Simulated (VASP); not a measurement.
# W (Fm-3m) in VASP: notebook, part 2 of 3

VASP 6.6.1. Earlier steps stand in the parts before.

## 4. Single point, r2SCAN

This run uses another cell than the first one, of 15.89 Å³/atom, 1.056 times its volume.

Contents of POSCAR:

```
W
1.0
    0.0000000000      1.9955865722      1.9955865722
    1.9955865722      0.0000000000      1.9955865722
    1.9955865722      1.9955865722      0.0000000000
W
1
Direct
    0.0000000000      0.0000000000      0.0000000000
```

Contents of INCAR.step1:

```
PREC = Accurate
ENCUT = 520
ISMEAR = -1
SIGMA = 0.1
LREAL = False
LASPH = True
NELM = 80
NBANDS = 13
GGA = PE
ALGO = Normal
EDIFF = 1E-4
LWAVE = True
LCHARG = False
```

Contents of INCAR.step2:

```
PREC = Accurate
ENCUT = 520
EDIFF = 1E-7
ISMEAR = -1
SIGMA = 0.1
LREAL = False
LASPH = True
NELM = 80
ALGO = Normal
ISIF = 2
LWAVE = False
LCHARG = True
METAGGA = R2SCAN
LMIXTAU = True
LELF = True
LVHAR = True
NBANDS = 13
ISTART = 1
```

Contents of KPOINTS:

```
Automatic mesh
0
Gamma
  12 12 12
```

Potentials or basis: VASP PAW PBE potentials, release 64 (W_sv).

The run is started by

```bash
> cat potpaw_PBE.64/W_sv/POTCAR > POTCAR
> cp INCAR.step1 INCAR
> mpirun -np 1 vasp_std > vasp.out
> cp INCAR.step2 INCAR
> mpirun -np 1 vasp_std > vasp.out
```

OUTCAR:

```text
PREC = Accurate
   ENCUT = 520
   EDIFF = 1E-7
   ISMEAR = -1
   LREAL = False
   LASPH = True
   NELM = 80
   ISIF = 2
   METAGGA = R2SCAN
   ISTART = 1

 ion  position               nearest neighbor table
   1  0.000  0.000  0.000-

  LATTYP: Found a face centered cubic cell.
 ALAT       =     3.9911731444

  Lattice vectors:

 A1 = (   0.0000000000,   1.9955865722,   1.9955865722)
 A2 = (   1.9955865722,   0.0000000000,   1.9955865722)
 A3 = (   1.9955865722,   1.9955865722,   0.0000000000)

Analysis of symmetry for initial positions (statically):
=====================================================================
 Subroutine PRICEL returns:
 Original cell was already a primitive cell.

 Routine SETGRP: Setting up the symmetry group for a
 face centered cubic supercell.

 Subroutine GETGRP returns: Found 48 space group operations
 (whereof 48 operations were pure point group operations)
 out of a pool of 48 trial point group operations.

The static configuration has the point symmetry O_h .

Analysis of symmetry for dynamics (positions and initial velocities):
=====================================================================
 Subroutine PRICEL returns:
 Original cell was already a primitive cell.

 Routine SETGRP: Setting up the symmetry group for a
 face centered cubic supercell.

 Subroutine GETGRP returns: Found 48 space group operations
 (whereof 48 operations were pure point group operations)
 out of a pool of 48 trial point group operations.

The dynamic configuration has the point symmetry O_h .

 Subroutine INISYM returns: Found 48 space group operations
 (whereof 48 operations are pure point group operations),
 and found     1 'primitive' translations

----------------------------------------------------------------------------------------

                                     Primitive cell

  volume of cell :      15.8943

  direct lattice vectors                    reciprocal lattice vectors
     0.000000000  1.995586572  1.995586572    -0.250552899  0.250552899  0.250552899
     1.995586572  0.000000000  1.995586572     0.250552899 -0.250552899  0.250552899
     1.995586572  1.995586572  0.000000000     0.250552899  0.250552899 -0.250552899

  length of vectors
     2.822185595  2.822185595  2.822185595     0.433970350  0.433970350  0.433970350

  position of ions in fractional coordinates (direct lattice)
     0.000000000  0.000000000  0.000000000

  ion indices of the primitive-cell ions
   primitive index   ion index
                 1           1

----------------------------------------------------------------------------------------

 KPOINTS: Automatic mesh

Automatic generation of k-mesh.
 Grid dimensions read from file:
 generate k-points for:   12   12   12

 Generating k-lattice:

  Cartesian coordinates                     Fractional coordinates (reciprocal lattice)
    -0.020879408  0.020879408  0.020879408     0.083333333  0.000000000  0.000000000
     0.020879408 -0.020879408  0.020879408     0.000000000  0.083333333  0.000000000
     0.020879408  0.020879408 -0.020879408     0.000000000  0.000000000  0.083333333

  Length of vectors
     0.036164196  0.036164196  0.036164196

  Shift w.r.t. Gamma in fractional coordinates (k-lattice)
     0.000000000  0.000000000  0.000000000

 Subroutine IBZKPT returns following result:
 ===========================================

 Found     72 irreducible k-points:

 Following reciprocal coordinates:
            Coordinates               Weight
  0.000000  0.000000  0.000000      1.000000
  0.083333  0.000000  0.000000      8.000000
  0.166667  0.000000  0.000000      8.000000
  0.250000  0.000000  0.000000      8.000000
  0.333333  0.000000  0.000000      8.000000
  0.416667  0.000000  0.000000      8.000000
[... 16 lines left out ...]
  0.500000  0.166667  0.000000     24.000000
 -0.416667  0.166667  0.000000     24.000000
 [... further k-points ...]
   k-points           NKPTS =     72   k-points in BZ     NKDIM =     72   number of bands    NBANDS=     13
   number of dos      NEDOS =    301   number of ions     NIONS =      1
   total plane-waves  NPLWV =  13824
   dimension x,y,z NGX =    24 NGY =   24 NGZ =   24
   dimension x,y,z NGXF=    48 NGYF=   48 NGZF=   48
   ions per type =               1
   NGX,Y,Z   is equivalent  to a cutoff of  14.14, 14.14, 14.14 a.u.
   NGXF,Y,Z  is equivalent  to a cutoff of  28.28, 28.28, 28.28 a.u.
 SYSTEM =  unknown system
   PREC   = accura    normal or accurate (medium, high low for compatibility)
   ISTART =      1    job   : 0-new  1-cont  2-samecut
   ICHARG =      0    charge: 1-file 2-atom 10-const
   ISPIN  =      1    spin polarized calculation?
   LNONCOLLINEAR =      F non collinear calculations
   LSORBIT =      F    spin-orbit coupling
   LASPH  =      T    aspherical Exc in radial PAW
   ENCUT  =  520.0 eV  38.22 Ry    6.18 a.u.   5.25  5.25  5.25*2*pi/ulx,y,z
   NELM   =     80;   NELMIN=  2; NELMDL=  0     # of ELM steps
   EDIFF  = 0.1E-06   stopping-criterion for ELM
   LREAL  =      F    real-space projection
   EDIFFG = 0.1E-05   stopping-criterion for IOM
   NSW    =      0    number of steps for IOM
   IBRION =     -1    ionic relax: 0-MD 1-quasi-New 2-CG
   NFREE  =      0    steps in history (QN), initial steepest desc. (CG)
   ISIF   =      2    stress and relaxation
   ISYM   =      2    0-nonsym 1-usesym 2-fastsym
   POTIM  = 0.5000    time-step for ionic-motion
   TEBEG  =    0.0;   TEEND  =   0.0 temperature during run
   PSTRESS=    0.0 pullay stress
   NELECT =      14.0000    total number of electrons
   NUPDOWN=      -1.0000    fix difference up-down
   EMIN   =  10.00;   EMAX   =-10.00  energy-range for DOS
   EFERMI =   0.00;   METHOD = LEGACY
   ISMEAR =    -1;   SIGMA  =   0.10  broadening in eV -4-tet -1-fermi 0-gaus
   EFERMI_NEDOS =   21; number of points for ismear=-14 and -15
   IALGO  =     38    algorithm
   IMIX   =      4    mixing-type and parameters
     AMIX     =   0.40;   BMIX     =  1.00
     AMIX_MAG =   1.60;   BMIX_MAG =  1.00
  volume/ion in A,a.u.               =      15.89       107.26
  Fermi-wavevector in a.u.,A,eV,Ry     =   1.569291  2.965531 33.506736  2.462676
  Thomas-Fermi vector in A             =   2.671196
   LORBIT       =      0    0 simple, 1 ext, 2 COOP (PROOUT), +10 PAW based schemes
   METAGGA = R2SCAN    functional components
   LHFCALC =     F    Hartree Fock is set to
   AEXX    =    0.0000 exact exchange contribution
   IVDW    =     0    specifies the selected vdW correction
   LEPSILON=     F    determine dielectric tensor
   LRPA    =     F    only Hartree local field effects (RPA)
 non-spin polarized calculation
  energy-cutoff  :      520.00
  volume of cell :       15.89
 maximum number of plane-waves:       444
 NGX is ok and might be reduce to    24
   NGX = 11   NGY = 11   NGZ = 11

 number of electron      14.0000000 magnetization

 Free energy of the ion-electron system (eV)
  ---------------------------------------------------
  ext. energy  EPLUGINS =         0.00000000
  ---------------------------------------------------
  free energy    TOTEN  =       -50.80775275 eV

  energy without entropy =      -50.77002415  energy(sigma->0) =      -50.78888845

 E-fermi :  10.8235     XC(G=0): -14.9325

 val. band max:       10.7930361712   @ k =   0.2500   0.1667   0.0000
 cond. band min:      10.8345899809   @ k =  -0.2500   0.0833   0.0000
 fundamental gap:      0.0415538097
 Fermi energy:        10.8235446383

 k-point     1 :       0.0000    0.0000    0.0000
  band No.  band energies     occupation
      1     -64.7564      2.00000
      2     -27.6477      2.00000
      3     -27.6477      2.00000
      4     -27.6477      2.00000
      5       1.1341      2.00000
      6      10.1571      1.99745
      7      10.1571      1.99745
      8      10.1571      1.99745
      9      13.6961      0.00000
     10      13.6961      0.00000
     11      24.1820      0.00000
     12      30.0238      0.00000
     13      30.0238      0.00000
[... 353 lines left out ...]
 k-point    24 :      -0.4167    0.1667    0.0000
  band No.  band energies     occupation
      1     -64.6040      2.00000
      2     -28.8839      2.00000
      3     -28.0810      2.00000
      4     -27.8775      2.00000
      5       5.7820      2.00000
      6       8.6624      2.00000
      7      10.2196      1.99525
      8      10.9480      0.44722
      9      15.6172      0.00000
     10      18.1764      0.00000
     11      21.5918      0.00000
     12      26.3397      0.00000
     13      29.6590      0.00000

 [... further k-points ...]

------------------------ aborting loop because EDIFF is reached ----------------------------------------

  FORCE on cell =-STRESS in cart. coord.  units (eV):
  Direction    XX          YY          ZZ          XY          YZ          ZX
  --------------------------------------------------------------------------------------
  -------------------------------------------------------------------------------------
  Total        0.6948079      0.6948079      0.6948079      0.0000000     -0.0000000     -0.0000000
  in kB       70.0379819     70.0379819     70.0379819      0.0000000     -0.0000000     -0.0000000
  external PRESSURE =      70.0379819 kB  Pullay stress =       0.0000000 kB

 VOLUME and BASIS-vectors are now :
 -----------------------------------------------------------------------------
  energy-cutoff  :      520.00
  volume of cell :       15.89
      direct lattice vectors                 reciprocal lattice vectors
     0.000000000  1.995586572  1.995586572    -0.250552899  0.250552899  0.250552899
     1.995586572  0.000000000  1.995586572     0.250552899 -0.250552899  0.250552899
     1.995586572  1.995586572  0.000000000     0.250552899  0.250552899 -0.250552899

 POSITION                                       TOTAL-FORCE (eV/Angst)
 -----------------------------------------------------------------------------------
      0.00000      0.00000      0.00000        -0.000000     -0.000000     -0.000000
 -----------------------------------------------------------------------------------
    total drift:                               -0.000000      0.000000     -0.000000

  FREE ENERGIE OF THE ION-ELECTRON SYSTEM (eV)
  ---------------------------------------------------
  free  energy   TOTEN  =       -50.8077527461 eV

  energy  without entropy=      -50.7700241469  energy(sigma->0) =      -50.78888845
```

OUTCAR.step1:

```text
PREC = Accurate
   ENCUT = 520
   ISMEAR = -1
   LREAL = False
   LASPH = True
   NELM = 80
[... 599 lines left out ...]
 POSITION                                       TOTAL-FORCE (eV/Angst)
 -----------------------------------------------------------------------------------
      0.00000      0.00000      0.00000         0.000000     -0.000000      0.000000
 -----------------------------------------------------------------------------------
    total drift:                                0.000000      0.000000     -0.000000

  FREE ENERGIE OF THE ION-ELECTRON SYSTEM (eV)
  ---------------------------------------------------
  free  energy   TOTEN  =       -12.4741273216 eV

  energy  without entropy=      -12.4349572598  energy(sigma->0) =      -12.45454229
```

OSZICAR.step1:

```text
N       E                     dE             d eps       ncg     rms          rms(c)
DAV:   1     0.856321251277E+02    0.85632E+02   -0.74213E+03  1880   0.123E+03
DAV:   2    -0.114026067271E+02   -0.97035E+02   -0.93405E+02  2057   0.319E+02
DAV:   3    -0.130495155211E+02   -0.16469E+01   -0.16332E+01  2052   0.396E+01
DAV:   4    -0.130565846134E+02   -0.70691E-02   -0.70687E-02  2067   0.285E+00
DAV:   5    -0.130566432341E+02   -0.58621E-04   -0.58619E-04  2152   0.248E-01    0.202E+01
DAV:   6    -0.125969663235E+02    0.45968E+00   -0.38594E-01  1997   0.828E+00    0.815E+00
DAV:   7    -0.124781778421E+02    0.11879E+00   -0.19724E-01  2062   0.559E+00    0.485E-01
DAV:   8    -0.124741512458E+02    0.40266E-02   -0.40124E-03  1907   0.829E-01    0.599E-02
DAV:   9    -0.124741273216E+02    0.23924E-04   -0.71705E-05  1461   0.105E-01
   1 F= -.12474127E+02 E0= -.12454542E+02  d E =-.391701E-01
```

It took 54 s on 1 thread of Intel Xeon Platinum 8259CL at 2.50GHz (Skylake/Cascade Lake), shared host; peak memory 0.15 GiB.

Results:

| Item | Value |
| --- | --- |
| Free energy | -50.8078 eV |
| Pressure | 7.0 GPa |
| Band gap on the k mesh | zero (band 7 reaches 13.99 eV, above the bottom of band 8 at 10.16 eV) |

Caveat: the PAW data sets were made with another functional, which shifts forces and pressure a little; spin-orbit coupling is left out, which moves the levels of the heavy elements.

## 5. Single point, r2SCAN

This run uses another cell than the first one, of 16.31 Å³/atom, 1.083 times its volume.

Contents of POSCAR:

```
W
1.0
    0.0000000000      2.0129403699      2.0129403699
    2.0129403699      0.0000000000      2.0129403699
    2.0129403699      2.0129403699      0.0000000000
W
1
Direct
    0.0000000000      0.0000000000      0.0000000000
```

Contents of INCAR.step1:

```
ALGO = Normal ; EDIFF = 1E-4
ENCUT = 520 ; GGA = PE
ISMEAR = -1 ; LASPH = T
LCHARG = F ; LREAL = F
LWAVE = T ; NBANDS = 13
NELM = 100 ; PREC = Accurate
SIGMA = 0.1
```

Contents of INCAR.step2:

```
ALGO = Normal ; EDIFF = 1E-7
ENCUT = 520 ; ISIF = 2
ISMEAR = -1 ; ISTART = 1
LASPH = T ; LCHARG = T
LELF = T ; LMIXTAU = T
LREAL = F ; LVHAR = T
LWAVE = F ; METAGGA = R2SCAN
NBANDS = 13 ; NELM = 100
PREC = Accurate ; SIGMA = 0.1
```

Contents of KPOINTS:

```
k-points
0
Gamma
  12 12 12
```

The run is started by

```bash
> cat potpaw_PBE.64/W_sv/POTCAR > POTCAR
> cp INCAR.step1 INCAR
> mpirun -np 1 vasp_std > vasp.out
> cp INCAR.step2 INCAR
> mpirun -np 1 vasp_std > vasp.out
```

Wall time 58 s (1 thread of Intel Xeon Platinum 8259CL at 2.50GHz (Skylake/Cascade Lake), shared host); peak memory 0.15 GiB.

It converged, with:

```yaml
Free_energy: -50.8155 eV
Pressure: -1.0 GPa
Band_gap_on_the_k_mesh: zero (band 7 reaches 13.47 eV, above the bottom of band 8 at 9.83 eV)
```

Levels at points of the mesh, in eV from the Fermi level:
| k point | band 4 | band 5 | band 6 | band 7 | band 8 | band 9 | band 10 | band 11 |
| --- | --- | --- | --- | --- | --- | --- | --- | --- |
| (0.00, 0.00, 0.00) | -38.57 | -9.56 | -0.64 | -0.64 | -0.64 | 2.78 | 2.78 | 13.32 |
| (0.50, 0.00, 0.00) | -38.73 | -5.98 | -0.80 | -0.80 | 0.43 | 5.27 | 5.27 | 10.87 |
| (0.50, 0.50, 0.00) | -39.01 | -5.81 | -4.87 | 3.00 | 5.32 | 5.96 | 5.96 | 12.32 |

Caveat: the PAW data sets were made with another functional, which shifts forces and pressure a little; spin-orbit coupling is left out, which moves the levels of the heavy elements.

[end of part 2 of 3]
